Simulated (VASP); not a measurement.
Crystal: Al2GaSb3.

```
Al Ga Sb
1.0
     4.19031    0.00000    0.00000
     0.00000    4.19031    0.00000
     0.00000    0.00000    7.95408
Al Ga Sb
2 1 3
Direct
  0.00000 0.50000 0.71029
  0.50000 0.00000 0.28971
  0.00000 0.00000 0.00000
  0.50000 0.50000 0.00000
  0.00000 0.50000 0.34746
  0.50000 0.00000 0.65254
```

The cell was built from a structure type or drawn by symmetry, and may not be a known phase.

```yaml
Program: VASP 6.6.1
Task: relaxation of cell and atoms
Functional: PBE
Potentials_or_basis: VASP PAW PBE potentials, release 64 (Al, Ga_d, Sb)
Cutoff: 600 eV
k_mesh: 10 × 10 × 6
Occupations: gaussian, width 0.1 eV
Spin: no spin polarisation
```

At the start: pressure 0.2 GPa; volume 23.28 Å³/atom.

Q: How do energy, volume and symmetry change on relaxing?

A: Over 25 steps the energy falls by 3.5 meV/atom and the volume is 23.40 Å³/atom (+0.5 %); space group P-4m2 (No. 115, to 0.1 Å) before and after.

The path:
| step | energy change (eV) | largest force (eV/Å) | pressure (GPa) | volume (Å³) |
| --- | --- | --- | --- | --- |
| 1 | 0.0000 | 0.0915 | 0.24 | 139.66 |
| 2 | -0.0017 | 0.0727 | -0.06 | 140.36 |
| 3 | -0.0021 | 0.0596 | -0.27 | 140.88 |
| 4 | -0.0034 | 0.0455 | -0.25 | 140.81 |
| 5 | -0.0073 | 0.0234 | -0.17 | 140.59 |
| 6 | -0.0126 | 0.0807 | 0.02 | 140.14 |
| 7 | 0.0012 | 0.2569 | 0.60 | 139.17 |
| 8 | -0.0128 | 0.1051 | 0.07 | 140.03 |
| 9 | -0.0146 | 0.1064 | 0.07 | 140.03 |
| 10 | -0.0157 | 0.1094 | 0.13 | 140.01 |
| 11 | -0.0162 | 0.1085 | 0.08 | 140.02 |
| 12 | -0.0162 | 0.1087 | 0.09 | 140.02 |
| 13 | -0.0172 | 0.0909 | -0.01 | 140.20 |
| 14 | -0.0183 | 0.0629 | -0.12 | 140.50 |
| 15 | -0.0181 | 0.0494 | -0.38 | 141.10 |
| 16 | -0.0186 | 0.0395 | -0.23 | 140.76 |
| 17 | -0.0193 | 0.0337 | -0.03 | 140.26 |
| 18 | -0.0194 | 0.0363 | 0.04 | 140.13 |
| 19 | -0.0196 | 0.0355 | 0.01 | 140.16 |
| 20 | -0.0200 | 0.0333 | -0.01 | 140.24 |
| 21 | -0.0205 | 0.0296 | -0.04 | 140.41 |
| 22 | -0.0206 | 0.0280 | -0.06 | 140.49 |
| 23 | -0.0208 | 0.0180 | 0.08 | 140.21 |
| 24 | -0.0208 | 0.0180 | 0.08 | 140.20 |
| 25 | -0.0211 | 0.0096 | 0.02 | 140.38 |

Final structure:
```yaml
crystal:
  lattice:
    - [4.12132, 0.00000, 0.00000]
    - [0.00000, 4.12132, 0.00000]
    - [0.00000, 0.00000, 8.26454]
  atoms:
    - { symbol: Al, position: [0.00000, 0.50000, 0.70221] }
    - { symbol: Al, position: [0.50000, 0.00000, 0.29779] }
    - { symbol: Ga, position: [0.00000, 0.00000, 0.00000] }
    - { symbol: Sb, position: [0.50000, 0.50000, 0.00000] }
    - { symbol: Sb, position: [0.00000, 0.50000, 0.34937] }
    - { symbol: Sb, position: [0.50000, 0.00000, 0.65063] }
```
